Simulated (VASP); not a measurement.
Input of a VASP 6.6.1 run:

File INCAR:

```
ALGO = Fast ; EDIFF = 1E-6
ENCUT = 520 ; GGA = PE
ISIF = 2 ; ISMEAR = 0
LASPH = T ; LCHARG = F
LREAL = F ; LWAVE = F
NBANDS = 38 ; NELM = 80
PREC = Accurate ; SIGMA = 0.1
```

The input KPOINTS:

```
k-points
0
Gamma
  8 8 8
```

The input POSCAR:

```
Cd2As
1.0
    0.0000000000      4.0737967561      4.0737967561
    4.0737967561      0.0000000000      4.0737967561
    4.0737967561      4.0737967561      0.0000000000
Cd As
4 2
Direct
    0.6250000000      0.6250000000      0.6250000000
    0.1250000000      0.6250000000      0.6250000000
    0.6250000000      0.6250000000      0.1250000000
    0.6250000000      0.1250000000      0.6250000000
    0.0000000000      0.0000000000      0.0000000000
    0.2500000000      0.2500000000      0.2500000000
```

Potentials or basis: VASP PAW PBE potentials, release 64 (Cd, As).

Run with:

```bash
$ cat potpaw_PBE.64/Cd/POTCAR potpaw_PBE.64/As/POTCAR > POTCAR
$ mpirun -np 1 vasp_std > vasp.out
```

(1) Estimate the band gap on the k mesh.

(2) What does it give for the pressure?

## Answers

(1) zero (bands 29 and 30 overlap by 2.67 eV).

(2) 0.3 GPa.
